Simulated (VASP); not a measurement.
# Ca (Fm-3m) in VASP: further runs

Ca is run at these levels: PBE; tasks: single point.

All numbers are computed with VASP 6.6.1; they aren't measurements. Logs are shortened: lines on timing, memory, paths and dates and some standing lists are left out, and cuts for length are marked.

### Step 1. The cell of the first run

It takes space group Fm-3m (No. 225, cubic). Conventional cell: a = 5.504 Å, b = 5.504 Å, c = 5.504 Å, α = 90.00°, β = 90.00°, γ = 90.00°. Ca (site symmetry m-3m) has 12 Ca at 3.89 Å within 5.1 Å.

### Step 2. Single point, PBE (41.68 Å³/atom)

The input, INCAR:

```
PREC = Accurate
ENCUT = 500
EDIFF = 1E-6
ISMEAR = 0
SIGMA = 0.05
LREAL = F
LASPH = T
NELM = 120
ALGO = Normal
ISIF = 2
LWAVE = F
LCHARG = T
GGA = PE
LELF = T
LVHAR = T
NBANDS = 11
GGA_COMPAT = F
```

The input, KPOINTS:

```
Automatic mesh
0
Gamma
  6 6 6
```

The input, POSCAR:

```
Ca
1.0
    0.0000000000      2.7517917015      2.7517917015
    2.7517917015      0.0000000000      2.7517917015
    2.7517917015      2.7517917015      0.0000000000
Ca
1
Direct
    0.0000000000      0.0000000000      0.0000000000
```

Potentials or basis: VASP PAW PBE potentials, release 64 (Ca_sv).

Command:

```sh
$ cat potpaw_PBE.64/Ca_sv/POTCAR > POTCAR
$ mpirun -np 1 vasp_std > vasp.out
```

OUTCAR:

```text
PREC = Accurate
   ENCUT = 500
   EDIFF = 1E-6
   ISMEAR = 0
   LREAL = F
   LASPH = T
   NELM = 120
   ISIF = 2
   GGA = PE

 ion  position               nearest neighbor table
   1  0.000  0.000  0.000-

  LATTYP: Found a face centered cubic cell.
 ALAT       =     5.5035834030

  Lattice vectors:

 A1 = (   0.0000000000,   2.7517917015,   2.7517917015)
 A2 = (   2.7517917015,   0.0000000000,   2.7517917015)
 A3 = (   2.7517917015,   2.7517917015,   0.0000000000)

Analysis of symmetry for initial positions (statically):
=====================================================================
 Subroutine PRICEL returns:
 Original cell was already a primitive cell.

 Routine SETGRP: Setting up the symmetry group for a
 face centered cubic supercell.

 Subroutine GETGRP returns: Found 48 space group operations
 (whereof 48 operations were pure point group operations)
 out of a pool of 48 trial point group operations.

The static configuration has the point symmetry O_h .

Analysis of symmetry for dynamics (positions and initial velocities):
=====================================================================
 Subroutine PRICEL returns:
 Original cell was already a primitive cell.

 Routine SETGRP: Setting up the symmetry group for a
 face centered cubic supercell.

 Subroutine GETGRP returns: Found 48 space group operations
 (whereof 48 operations were pure point group operations)
 out of a pool of 48 trial point group operations.

The dynamic configuration has the point symmetry O_h .

 Subroutine INISYM returns: Found 48 space group operations
 (whereof 48 operations are pure point group operations),
 and found     1 'primitive' translations

----------------------------------------------------------------------------------------

                                     Primitive cell

  volume of cell :      41.6751

  direct lattice vectors                    reciprocal lattice vectors
     0.000000000  2.751791702  2.751791702    -0.181699799  0.181699799  0.181699799
     2.751791702  0.000000000  2.751791702     0.181699799 -0.181699799  0.181699799
     2.751791702  2.751791702  0.000000000     0.181699799  0.181699799 -0.181699799

  length of vectors
     3.891621145  3.891621145  3.891621145     0.314713284  0.314713284  0.314713284

  position of ions in fractional coordinates (direct lattice)
     0.000000000  0.000000000  0.000000000

  ion indices of the primitive-cell ions
   primitive index   ion index
                 1           1

----------------------------------------------------------------------------------------

 KPOINTS: Automatic mesh

Automatic generation of k-mesh.
 Grid dimensions read from file:
 generate k-points for:    6    6    6

 Generating k-lattice:

  Cartesian coordinates                     Fractional coordinates (reciprocal lattice)
    -0.030283300  0.030283300  0.030283300     0.166666667  0.000000000  0.000000000
     0.030283300 -0.030283300  0.030283300     0.000000000  0.166666667  0.000000000
     0.030283300  0.030283300 -0.030283300     0.000000000  0.000000000  0.166666667

  Length of vectors
     0.052452214  0.052452214  0.052452214

  Shift w.r.t. Gamma in fractional coordinates (k-lattice)
     0.000000000  0.000000000  0.000000000

 Subroutine IBZKPT returns following result:
 ===========================================

 Found     16 irreducible k-points:

 Following reciprocal coordinates:
            Coordinates               Weight
  0.000000  0.000000  0.000000      1.000000
  0.166667  0.000000  0.000000      8.000000
  0.333333  0.000000  0.000000      8.000000
  0.500000  0.000000  0.000000      4.000000
  0.166667  0.166667  0.000000      6.000000
  0.333333  0.166667  0.000000     24.000000
[... 8 lines left out ...]
 -0.333333  0.333333  0.166667     24.000000
 -0.333333  0.500000  0.166667     12.000000
   k-points           NKPTS =     16   k-points in BZ     NKDIM =     16   number of bands    NBANDS=     11
   number of dos      NEDOS =    301   number of ions     NIONS =      1
   total plane-waves  NPLWV =  21952
   dimension x,y,z NGX =    28 NGY =   28 NGZ =   28
   dimension x,y,z NGXF=    56 NGYF=   56 NGZF=   56
   ions per type =               1
   NGX,Y,Z   is equivalent  to a cutoff of  11.96, 11.96, 11.96 a.u.
   NGXF,Y,Z  is equivalent  to a cutoff of  23.92, 23.92, 23.92 a.u.
 SYSTEM =  unknown system
   PREC   = accura    normal or accurate (medium, high low for compatibility)
   ISTART =      0    job   : 0-new  1-cont  2-samecut
   ICHARG =      2    charge: 1-file 2-atom 10-const
   ISPIN  =      1    spin polarized calculation?
   LNONCOLLINEAR =      F non collinear calculations
   LSORBIT =      F    spin-orbit coupling
   LASPH  =      T    aspherical Exc in radial PAW
   ENCUT  =  500.0 eV  36.75 Ry    6.06 a.u.   7.10  7.10  7.10*2*pi/ulx,y,z
   NELM   =    120;   NELMIN=  2; NELMDL= -5     # of ELM steps
   EDIFF  = 0.1E-05   stopping-criterion for ELM
   LREAL  =      F    real-space projection
   EDIFFG = 0.1E-04   stopping-criterion for IOM
   NSW    =      0    number of steps for IOM
   IBRION =     -1    ionic relax: 0-MD 1-quasi-New 2-CG
   NFREE  =      0    steps in history (QN), initial steepest desc. (CG)
   ISIF   =      2    stress and relaxation
   ISYM   =      2    0-nonsym 1-usesym 2-fastsym
   POTIM  = 0.5000    time-step for ionic-motion
   TEBEG  =    0.0;   TEEND  =   0.0 temperature during run
   PSTRESS=    0.0 pullay stress
   NELECT =      10.0000    total number of electrons
   NUPDOWN=      -1.0000    fix difference up-down
   EMIN   =  10.00;   EMAX   =-10.00  energy-range for DOS
   EFERMI =   0.00;   METHOD = LEGACY
   ISMEAR =     0;   SIGMA  =   0.05  broadening in eV -4-tet -1-fermi 0-gaus
   EFERMI_NEDOS =   21; number of points for ismear=-14 and -15
   IALGO  =     38    algorithm
   IMIX   =      4    mixing-type and parameters
     AMIX     =   0.40;   BMIX     =  1.00
     AMIX_MAG =   1.60;   BMIX_MAG =  1.00
  volume/ion in A,a.u.               =      41.68       281.24
  Fermi-wavevector in a.u.,A,eV,Ry     =   1.017301  1.922419 14.080675  1.034900
  Thomas-Fermi vector in A             =   2.150694
   LORBIT       =      0    0 simple, 1 ext, 2 COOP (PROOUT), +10 PAW based schemes
   GGA     = PE    functional components
   LHFCALC =     F    Hartree Fock is set to
   AEXX    =    0.0000 exact exchange contribution
   IVDW    =     0    specifies the selected vdW correction
   LEPSILON=     F    determine dielectric tensor
   LRPA    =     F    only Hartree local field effects (RPA)
 non-spin polarized calculation
 Gauss-broadening in eV      SIGMA  =   0.05
  energy-cutoff  :      500.00
  volume of cell :       41.68
 maximum number of plane-waves:      1067
   NGX = 15   NGY = 15   NGZ = 15

 number of electron      10.0000000 magnetization

 number of electron       9.9999997 magnetization

 Free energy of the ion-electron system (eV)
  ---------------------------------------------------
  ext. energy  EPLUGINS =         0.00000000
  ---------------------------------------------------
  free energy    TOTEN  =        -1.90508810 eV

  energy without entropy =       -1.90232373  energy(sigma->0) =       -1.90370591

 E-fermi :   2.0543     XC(G=0):  -7.7722

 val. band max:        2.0209215971   @ k =  -0.3333   0.3333   0.1667
 cond. band min:       2.1244032011   @ k =  -0.3333   0.3333   0.1667
 fundamental gap:      0.1034816040
 Fermi energy:         2.0542677506

 k-point     1 :       0.0000    0.0000    0.0000
  band No.  band energies     occupation
      1     -39.9749      2.00000
      2     -20.8914      2.00000
      3     -20.8914      2.00000
      4     -20.8914      2.00000
      5      -2.0330      2.00000
      6       4.3671      0.00000
      7       4.3671      0.00000
      8       4.3671      0.00000
      9       5.4488      0.00000
     10       5.4488      0.00000
     11      11.1883      0.00000

 k-point     2 :       0.1667    0.0000    0.0000
  band No.  band energies     occupation
      1     -39.9713      2.00000
      2     -20.9280      2.00000
      3     -20.8964      2.00000
      4     -20.8964      2.00000
      5      -1.5610      2.00000
      6       3.8985      0.00000
      7       4.5016      0.00000
      8       4.5016      0.00000
      9       5.3576      0.00000
     10       5.3576      0.00000
     11      10.7995      0.00000

 k-point     3 :       0.3333    0.0000    0.0000
  band No.  band energies     occupation
      1     -39.9641      2.00000
      2     -21.0004      2.00000
      3     -20.9064      2.00000
      4     -20.9064      2.00000
      5      -0.2875      2.00000
      6       2.9065      0.00000
      7       4.3944      0.00000
      8       4.3944      0.00000
      9       5.7388      0.00000
     10       5.7388      0.00000
     11       8.3566      0.00000

 k-point     4 :       0.5000    0.0000    0.0000
  band No.  band energies     occupation
      1     -39.9605      2.00000
      2     -21.0361      2.00000
      3     -20.9113      2.00000
      4     -20.9113      2.00000
      5       1.0232      2.00000
      6       1.8638      2.00000
      7       4.2474      0.00000
      8       4.2474      0.00000
      9       6.1473      0.00000
     10       6.1473      0.00000
     11       7.2901      0.00000

 k-point     5 :       0.1667    0.1667    0.0000
  band No.  band energies     occupation
      1     -39.9701      2.00000
      2     -20.9268      2.00000
      3     -20.9046      2.00000
      4     -20.9046      2.00000
      5      -1.4066      2.00000
      6       3.7999      0.00000
      7       4.6259      0.00000
      8       4.6259      0.00000
      9       4.8458      0.00000
     10       5.6090      0.00000
     11      11.8917      0.00000
[... 99 lines left out ...]
 k-point    13 :       0.5000    0.5000    0.0000
  band No.  band energies     occupation
      1     -39.9558      2.00000
      2     -21.0276      2.00000
      3     -20.9443      2.00000
      4     -20.9443      2.00000
      5       1.5445      2.00000
      6       2.5842      0.00000
      7       3.0049      0.00000
      8       6.1381      0.00000
      9       6.3339      0.00000
     10       6.3339      0.00000
     11       8.1198      0.00000

 k-point    14 :       0.5000    0.3333    0.1667
  band No.  band energies     occupation
      1     -39.9593      2.00000
      2     -20.9991      2.00000
      3     -20.9501      2.00000
      4     -20.9238      2.00000
      5       0.7217      2.00000
      6       2.8808      0.00000
      7       3.3684      0.00000
      8       4.9902      0.00000
      9       5.5431      0.00000
     10       6.4086      0.00000
     11       8.3211      0.00000

 k-point    15 :      -0.3333    0.3333    0.1667
  band No.  band energies     occupation
      1     -39.9569      2.00000
      2     -21.0036      2.00000
      3     -20.9675      2.00000
      4     -20.9320      2.00000
      5       2.0209      1.65441
      6       2.1244      0.04729
      7       3.1575      0.00000
      8       4.8017      0.00000
      9       5.9673      0.00000
     10       6.8471      0.00000
     11       6.9583      0.00000

 k-point    16 :      -0.3333    0.5000    0.1667
  band No.  band energies     occupation
      1     -39.9557      2.00000
      2     -21.0069      2.00000
      3     -20.9652      2.00000
      4     -20.9452      2.00000
      5       1.9905      1.92870
      6       2.6343      0.00000
      7       2.8346      0.00000
      8       5.0157      0.00000
      9       6.3356      0.00000
     10       6.8320      0.00000
     11       7.3874      0.00000

------------------------ aborting loop because EDIFF is reached ----------------------------------------

  FORCE on cell =-STRESS in cart. coord.  units (eV):
  Direction    XX          YY          ZZ          XY          YZ          ZX
  --------------------------------------------------------------------------------------
  -------------------------------------------------------------------------------------
  Total        0.0003629      0.0003629      0.0003629      0.0000000      0.0000000     -0.0000000
  in kB        0.0139512      0.0139512      0.0139512      0.0000000      0.0000000     -0.0000000
  external PRESSURE =       0.0139512 kB  Pullay stress =       0.0000000 kB

 VOLUME and BASIS-vectors are now :
 -----------------------------------------------------------------------------
  energy-cutoff  :      500.00
  volume of cell :       41.68
      direct lattice vectors                 reciprocal lattice vectors
     0.000000000  2.751791702  2.751791702    -0.181699799  0.181699799  0.181699799
     2.751791702  0.000000000  2.751791702     0.181699799 -0.181699799  0.181699799
     2.751791702  2.751791702  0.000000000     0.181699799  0.181699799 -0.181699799

 POSITION                                       TOTAL-FORCE (eV/Angst)
 -----------------------------------------------------------------------------------
      0.00000      0.00000      0.00000         0.000000      0.000000      0.000000
 -----------------------------------------------------------------------------------
    total drift:                               -0.000000     -0.000000     -0.000000

  FREE ENERGIE OF THE ION-ELECTRON SYSTEM (eV)
  ---------------------------------------------------
  free  energy   TOTEN  =        -1.9050880962 eV

  energy  without entropy=       -1.9023237256  energy(sigma->0) =       -1.90370591
```

Wall time 12 s (1 thread of Intel Xeon 8259CL, shared host); peak memory 0.15 GiB.

What came out:

| Quantity | Value |
| --- | --- |
| Free energy | -1.9051 eV |
| Pressure | 0.0 GPa |
| Band gap on the k mesh | zero (bands 5 and 6 overlap by 0.16 eV) |

Levels at points of the mesh, in eV from the Fermi level:
```csv
k point,band 3,band 4,band 5,band 6,band 7,band 8
"(0.00, 0.00, 0.00)",-22.95,-22.95,-4.09,2.31,2.31,2.31
"(0.50, 0.00, 0.00)",-22.97,-22.97,-1.03,-0.19,2.19,2.19
"(0.50, 0.50, 0.00)",-23.00,-23.00,-0.51,0.53,0.95,4.08
```

(Part 1 of 2 ends here.)

The gap in the log of VASP goes by the Fermi energy; the results here count the filled bands.